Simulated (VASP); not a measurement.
Runs of VASP 6.6.1 on Al2Ru. The structure is that of space group I4/mmm (No. 139), or close to it. The cells are those of the table. 

| spin | fixed moment (μB) | cell | gap on the mesh (eV) | pressure (GPa) | moment (μB) | largest force (eV/Å) |
| --- | --- | --- | --- | --- | --- | --- |
| off | - | a = 5.121 Å, angles 141.7, 141.7, 55.3°, 3 atoms | none | (b) | - | 0.53 |
| collinear, ferromagnetic start | 0.1875 | a = 4.320 Å, angles 141.7, 141.7, 55.3°, 3 atoms | - | 97.7 | 0.19 | 1.38 |
| off | - | a = 4.320 Å, angles 141.7, 141.7, 55.3°, 3 atoms | none | 97.9 | - | 1.43 |
| collinear, ferromagnetic start | 1.125 | a = 4.754 Å, angles 141.7, 141.7, 55.3°, 3 atoms | - | 4.1 | 1.12 | 0.23 |
| collinear, ferromagnetic start | 0.1875 | a = 4.619 Å, angles 141.7, 141.7, 55.3°, 3 atoms | - | 19.6 | 0.19 | 0.25 |
| collinear, ferromagnetic start | 0.9375 | a = 4.619 Å, angles 141.7, 141.7, 55.3°, 3 atoms | - | 22.4 | 0.94 | 0.09 |
| off | - | a = 5.005 Å, angles 141.7, 141.7, 55.3°, 3 atoms | none | -20.0 | - | 0.41 |
| off | - | a = 4.547 Å, angles 141.7, 141.7, 55.3°, 3 atoms | none | 32.8 | - | 0.54 |
| off | - | a = 4.754 Å, angles 141.7, 141.7, 55.3°, 3 atoms | none | 0.1 | - | - |
| off | - | a = 4.945 Å, angles 141.7, 141.7, 55.3°, 3 atoms | none | (a) | - | 0.33 |
| collinear, ferromagnetic start | 1.3125 | a = 4.619 Å, angles 141.7, 141.7, 55.3°, 3 atoms | - | (c) | 1.31 | 0.11 |

Alike in all rows: task single point; level PBEsol; potentials or basis VASP PAW PBE potentials, release 64 (Al, Ru_pv); k mesh 20 × 20 × 20; cutoff (eV) 520; smearing gaussian 0.15 eV.

Q: Fill in the values left out.

A: (a) -16.6; (b) -24.9; (c) 25.0.

Caveats: the PAW data sets were made with another functional, which shifts forces and pressure a little; the total moment is fixed, so each spin has its own Fermi level and the state may be an excited one (at least some runs); the cell stands under pressure (at least some runs); the cell stands under tension (at least some runs); the stress differs along the axes, from 0 to 6 GPa (at least some runs); the stress differs along the axes, from 19 to 24 GPa (at least some runs); the stress differs along the axes, from 21 to 27 GPa (at least some runs).

A k mesh can miss the band edges, and the runs leave out spin-orbit coupling on Ru.

A gap of «none» marks levels without a gap at the run's occupations.
